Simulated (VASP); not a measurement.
# ZrC (Pm-3m) in VASP: a series of runs

Runs on ZrC. Level: r2SCAN. Tasks: single point.

Everything below comes from runs of VASP 6.6.1. Logs are shortened: lines on timing, memory, paths and dates and some standing lists are left out, and cuts for length are marked.

## 1. The cell of the first run

Symmetry: Pm-3m, No. 221, cubic system. The conventional cell has a = 2.877 Å, b = 2.877 Å, c = 2.877 Å, α = 90.00°, β = 90.00°, γ = 90.00°. Within 3.3 Å of Zr (site symmetry m-3m) lie 8 C at 2.49 Å and 6 Zr at 2.88 Å. C (site symmetry m-3m) has 8 Zr at 2.49 Å and 6 C at 2.88 Å within 3.3 Å.

## 2. Single point, r2SCAN (11.90 Å³/atom)

File POSCAR:

```
ZrC
1.0
    2.8767109751      0.0000000000      0.0000000000
    0.0000000000      2.8767109751      0.0000000000
    0.0000000000      0.0000000000      2.8767109751
Zr C
1 1
Direct
    0.0000000000      0.0000000000      0.0000000000
    0.5000000000      0.5000000000      0.5000000000
```

File INCAR.step1:

```
SYSTEM = ZrC
  PREC = Accurate
  ENCUT = 660
  ISMEAR = 0
  SIGMA = 0.05
  LREAL = .False.
  LASPH = .True.
  NELM = 120
  NBANDS = 15
  GGA = PE
  ALGO = Normal
  EDIFF = 1E-5
  LWAVE = .True.
  LCHARG = .False.
  GGA_COMPAT = .False.
```

File INCAR.step2:

```
SYSTEM = ZrC
  PREC = Accurate
  ENCUT = 660
  EDIFF = 1E-6
  ISMEAR = 0
  SIGMA = 0.05
  LREAL = .False.
  LASPH = .True.
  NELM = 120
  ALGO = Normal
  ISIF = 2
  LWAVE = .False.
  LCHARG = .True.
  METAGGA = R2SCAN
  LMIXTAU = .True.
  LELF = .True.
  LVHAR = .True.
  NBANDS = 15
  ISTART = 1
  GGA_COMPAT = .False.
```

File KPOINTS:

```
regular mesh
0
Gamma
  12 12 12
  0 0 0
```

Potentials or basis: VASP PAW PBE potentials, release 64 (Zr_sv, C).

On the command line:

```console
$ cat potpaw_PBE.64/Zr_sv/POTCAR potpaw_PBE.64/C/POTCAR > POTCAR
$ cp INCAR.step1 INCAR
$ mpirun -np 1 vasp_std > vasp.out
$ cp INCAR.step2 INCAR
$ mpirun -np 1 vasp_std > vasp.out
```

OUTCAR:

```text
SYSTEM = ZrC
   PREC = Accurate
   ENCUT = 660
   EDIFF = 1E-6
   ISMEAR = 0
   LREAL = .False.
   LASPH = .True.
   NELM = 120
   ISIF = 2
   METAGGA = R2SCAN
   ISTART = 1

 ion  position               nearest neighbor table
   1  0.000  0.000  0.000-   2 2.49   2 2.49   2 2.49   2 2.49   2 2.49   2 2.49   2 2.49   2 2.49

   2  0.500  0.500  0.500-   1 2.49   1 2.49   1 2.49   1 2.49   1 2.49   1 2.49   1 2.49   1 2.49

  LATTYP: Found a simple cubic cell.
 ALAT       =     2.8767109751

  Lattice vectors:

 A1 = (   2.8767109751,   0.0000000000,   0.0000000000)
 A2 = (   0.0000000000,   2.8767109751,   0.0000000000)
 A3 = (   0.0000000000,   0.0000000000,   2.8767109751)

Analysis of symmetry for initial positions (statically):
=====================================================================
 Subroutine PRICEL returns:
 Original cell was already a primitive cell.

 Routine SETGRP: Setting up the symmetry group for a
 simple cubic supercell.

 Subroutine GETGRP returns: Found 48 space group operations
 (whereof 48 operations were pure point group operations)
 out of a pool of 48 trial point group operations.

The static configuration has the point symmetry O_h .

Analysis of symmetry for dynamics (positions and initial velocities):
=====================================================================
 Subroutine PRICEL returns:
 Original cell was already a primitive cell.

 Routine SETGRP: Setting up the symmetry group for a
 simple cubic supercell.

 Subroutine GETGRP returns: Found 48 space group operations
 (whereof 48 operations were pure point group operations)
 out of a pool of 48 trial point group operations.

The dynamic configuration has the point symmetry O_h .

 Subroutine INISYM returns: Found 48 space group operations
 (whereof 48 operations are pure point group operations),
 and found     1 'primitive' translations

----------------------------------------------------------------------------------------

                                     Primitive cell

  volume of cell :      23.8061

  direct lattice vectors                    reciprocal lattice vectors
     2.876710975  0.000000000  0.000000000     0.347619211  0.000000000  0.000000000
     0.000000000  2.876710975  0.000000000     0.000000000  0.347619211  0.000000000
     0.000000000  0.000000000  2.876710975     0.000000000  0.000000000  0.347619211

  length of vectors
     2.876710975  2.876710975  2.876710975     0.347619211  0.347619211  0.347619211

  position of ions in fractional coordinates (direct lattice)
     0.000000000  0.000000000  0.000000000
     0.500000000  0.500000000  0.500000000

  ion indices of the primitive-cell ions
   primitive index   ion index
                 1           1
                 2           2

----------------------------------------------------------------------------------------

 KPOINTS: regular mesh

Automatic generation of k-mesh.
 Grid dimensions read from file:
 generate k-points for:   12   12   12

 Generating k-lattice:

  Cartesian coordinates                     Fractional coordinates (reciprocal lattice)
     0.028968268  0.000000000  0.000000000     0.083333333  0.000000000  0.000000000
     0.000000000  0.028968268  0.000000000     0.000000000  0.083333333  0.000000000
     0.000000000  0.000000000  0.028968268     0.000000000  0.000000000  0.083333333

  Length of vectors
     0.028968268  0.028968268  0.028968268

  Shift w.r.t. Gamma in fractional coordinates (k-lattice)
     0.000000000  0.000000000  0.000000000

 Subroutine IBZKPT returns following result:
 ===========================================

 Found     84 irreducible k-points:

 Following reciprocal coordinates:
            Coordinates               Weight
  0.000000  0.000000  0.000000      1.000000
  0.083333  0.000000  0.000000      6.000000
  0.166667  0.000000  0.000000      6.000000
  0.250000  0.000000  0.000000      6.000000
  0.333333  0.000000  0.000000      6.000000
  0.416667  0.000000  0.000000      6.000000
[... 16 lines left out ...]
  0.333333  0.333333  0.000000     12.000000
  0.416667  0.333333  0.000000     24.000000
 [... further k-points ...]
   k-points           NKPTS =     84   k-points in BZ     NKDIM =     84   number of bands    NBANDS=     15
   number of dos      NEDOS =    301   number of ions     NIONS =      2
   total plane-waves  NPLWV =  13824
   dimension x,y,z NGX =    24 NGY =   24 NGZ =   24
   dimension x,y,z NGXF=    48 NGYF=   48 NGZF=   48
   ions per type =               1   1
   NGX,Y,Z   is equivalent  to a cutoff of  13.87, 13.87, 13.87 a.u.
   NGXF,Y,Z  is equivalent  to a cutoff of  27.74, 27.74, 27.74 a.u.
 SYSTEM =  ZrC
   PREC   = accura    normal or accurate (medium, high low for compatibility)
   ISTART =      1    job   : 0-new  1-cont  2-samecut
   ICHARG =      0    charge: 1-file 2-atom 10-const
   ISPIN  =      1    spin polarized calculation?
   LNONCOLLINEAR =      F non collinear calculations
   LSORBIT =      F    spin-orbit coupling
   LASPH  =      T    aspherical Exc in radial PAW
   ENCUT  =  660.0 eV  48.51 Ry    6.96 a.u.   6.03  6.03  6.03*2*pi/ulx,y,z
   NELM   =    120;   NELMIN=  2; NELMDL=  0     # of ELM steps
   EDIFF  = 0.1E-05   stopping-criterion for ELM
   LREAL  =      F    real-space projection
   EDIFFG = 0.1E-04   stopping-criterion for IOM
   NSW    =      0    number of steps for IOM
   IBRION =     -1    ionic relax: 0-MD 1-quasi-New 2-CG
   NFREE  =      0    steps in history (QN), initial steepest desc. (CG)
   ISIF   =      2    stress and relaxation
   ISYM   =      2    0-nonsym 1-usesym 2-fastsym
   POTIM  = 0.5000    time-step for ionic-motion
   TEBEG  =    0.0;   TEEND  =   0.0 temperature during run
   PSTRESS=    0.0 pullay stress
   NELECT =      16.0000    total number of electrons
   NUPDOWN=      -1.0000    fix difference up-down
   EMIN   =  10.00;   EMAX   =-10.00  energy-range for DOS
   EFERMI =   0.00;   METHOD = LEGACY
   ISMEAR =     0;   SIGMA  =   0.05  broadening in eV -4-tet -1-fermi 0-gaus
   EFERMI_NEDOS =   21; number of points for ismear=-14 and -15
   IALGO  =     38    algorithm
   IMIX   =      4    mixing-type and parameters
     AMIX     =   0.40;   BMIX     =  1.00
     AMIX_MAG =   1.60;   BMIX_MAG =  1.00
  volume/ion in A,a.u.               =      11.90        80.33
  Fermi-wavevector in a.u.,A,eV,Ry     =   1.434009  2.709884 27.978780  2.056382
  Thomas-Fermi vector in A             =   2.553465
   LORBIT       =      0    0 simple, 1 ext, 2 COOP (PROOUT), +10 PAW based schemes
   METAGGA = R2SCAN    functional components
   LHFCALC =     F    Hartree Fock is set to
   AEXX    =    0.0000 exact exchange contribution
   IVDW    =     0    specifies the selected vdW correction
   LEPSILON=     F    determine dielectric tensor
   LRPA    =     F    only Hartree local field effects (RPA)
 non-spin polarized calculation
 Gauss-broadening in eV      SIGMA  =   0.05
  energy-cutoff  :      660.00
  volume of cell :       23.81
 maximum number of plane-waves:       938
   NGX = 13   NGY = 13   NGZ = 13

 number of electron      15.9999999 magnetization

 Free energy of the ion-electron system (eV)
  ---------------------------------------------------
  ext. energy  EPLUGINS =         0.00000000
  ---------------------------------------------------
  free energy    TOTEN  =       -32.04491834 eV

  energy without entropy =      -32.04216021  energy(sigma->0) =      -32.04353927

 E-fermi :  11.0882     XC(G=0): -13.5570

 val. band max:       11.0656774802   @ k =   0.4167   0.2500   0.1667
 cond. band min:      11.0987500969   @ k =   0.0833   0.0833   0.0833
 fundamental gap:      0.0330726166
 Fermi energy:        11.0881932682

 k-point     1 :       0.0000    0.0000    0.0000
  band No.  band energies     occupation
      1     -39.2833      2.00000
      2     -15.9789      2.00000
      3     -15.9789      2.00000
      4     -15.9789      2.00000
      5      -1.7067      2.00000
      6       9.0318      2.00000
      7       9.0318      2.00000
      8      12.3798      0.00000
      9      12.3798      0.00000
     10      12.3798      0.00000
     11      16.7609      0.00000
     12      16.7609      0.00000
     13      16.7609      0.00000
     14      20.5518      0.00000
     15      29.0123      0.00000

 k-point     2 :       0.0833    0.0000    0.0000
  band No.  band energies     occupation
      1     -39.2717      2.00000
      2     -16.0895      2.00000
      3     -15.9687      2.00000
      4     -15.9687      2.00000
      5      -1.5562      2.00000
      6       8.9939      2.00000
      7       9.0978      2.00000
      8      12.1448      0.00000
      9      12.1448      0.00000
     10      12.3245      0.00000
     11      16.7936      0.00000
     12      16.9732      0.00000
     13      16.9732      0.00000
     14      20.8545      0.00000
     15      27.7722      0.00000

 k-point     3 :       0.1667    0.0000    0.0000
  band No.  band energies     occupation
      1     -39.2399      2.00000
      2     -16.3824      2.00000
      3     -15.9409      2.00000
      4     -15.9409      2.00000
      5      -1.1325      2.00000
      6       8.5953      2.00000
      7       9.2857      2.00000
      8      11.5840      0.00000
      9      11.5840      0.00000
     10      12.6142      0.00000
     11      16.8846      0.00000
     12      17.4943      0.00000
     13      17.4943      0.00000
     14      21.5479      0.00000
     15      25.8114      0.00000
[... 343 lines left out ...]
 k-point    23 :       0.3333    0.3333    0.0000
  band No.  band energies     occupation
      1     -39.0251      2.00000
      2     -16.9548      2.00000
      3     -16.8890      2.00000
      4     -15.7626      2.00000
      5       0.5212      2.00000
      6       7.1936      2.00000
      7       8.8601      2.00000
      8      11.2851      0.00000
      9      11.5770      0.00000
     10      14.5354      0.00000
     11      16.5460      0.00000
     12      16.7588      0.00000
     13      17.2987      0.00000
     14      22.7333      0.00000
     15      27.8025      0.00000

 k-point    24 :       0.4167    0.3333    0.0000
  band No.  band energies     occupation
      1     -38.9936      2.00000
      2     -17.1608      2.00000
      3     -16.8696      2.00000
      4     -15.7375      2.00000
      5       0.5265      2.00000
      6       7.3327      2.00000
      7       8.8306      2.00000
      8      11.4397      0.00000
      9      11.4761      0.00000
     10      14.4730      0.00000
     11      16.4625      0.00000
     12      16.6113      0.00000
     13      17.4292      0.00000
     14      23.1712      0.00000
     15      27.3144      0.00000

 [... further k-points ...]
[... 5 lines left out ...]
  --------------------------------------------------------------------------------------
  -------------------------------------------------------------------------------------
  Total        1.3323562      1.3323562      1.3323562      0.0000000      0.0000000     -0.0000000
  in kB       89.6689799     89.6689799     89.6689799      0.0000000      0.0000000     -0.0000000
  external PRESSURE =      89.6689799 kB  Pullay stress =       0.0000000 kB

 VOLUME and BASIS-vectors are now :
 -----------------------------------------------------------------------------
  energy-cutoff  :      660.00
  volume of cell :       23.81
      direct lattice vectors                 reciprocal lattice vectors
     2.876710975  0.000000000  0.000000000     0.347619211  0.000000000  0.000000000
     0.000000000  2.876710975  0.000000000     0.000000000  0.347619211  0.000000000
     0.000000000  0.000000000  2.876710975     0.000000000  0.000000000  0.347619211

 POSITION                                       TOTAL-FORCE (eV/Angst)
 -----------------------------------------------------------------------------------
      0.00000      0.00000      0.00000         0.000000      0.000000      0.000000
      1.43836      1.43836      1.43836         0.000000      0.000000      0.000000
 -----------------------------------------------------------------------------------
    total drift:                                0.000000      0.000000     -0.000000

  FREE ENERGIE OF THE ION-ELECTRON SYSTEM (eV)
  ---------------------------------------------------
  free  energy   TOTEN  =       -32.0449183356 eV

  energy  without entropy=      -32.0421602103  energy(sigma->0) =      -32.04353927
```

Run time: 2.2 min. Hardware: 1 thread of Intel Xeon 8259CL, shared host; peak memory 0.17 GiB.

Results:

| Property | Result |
| --- | --- |
| Free energy | -32.0449 eV |
| Pressure | 9.0 GPa |
| Band gap on the k mesh | zero (bands 8 and 9 overlap by 2.26 eV) |

Levels at points of the mesh, in eV from the Fermi level:
| k point | band 4 | band 5 | band 6 | band 7 | band 8 | band 9 | band 10 | band 11 | band 12 | band 13 |
| --- | --- | --- | --- | --- | --- | --- | --- | --- | --- | --- |
| (0.00, 0.00, 0.00) | -27.07 | -12.79 | -2.06 | -2.06 | 1.29 | 1.29 | 1.29 | 5.67 | 5.67 | 5.67 |
| (0.50, 0.00, 0.00) | -26.91 | -9.82 | -6.02 | -1.21 | -1.21 | -0.88 | 6.20 | 6.59 | 8.42 | 8.42 |
| (0.50, 0.50, 0.00) | -26.78 | -10.84 | -2.39 | -2.39 | -0.48 | 2.03 | 2.87 | 2.87 | 4.76 | 8.01 |
| (0.50, 0.50, 0.50) | -28.01 | -7.95 | -5.89 | -5.89 | -5.89 | 8.24 | 8.24 | 9.57 | 9.57 | 9.57 |

Caveat: the cell stands under pressure; the PAW data sets were made with another functional, which shifts forces and pressure a little.

(Continued in part 2 of 3.)
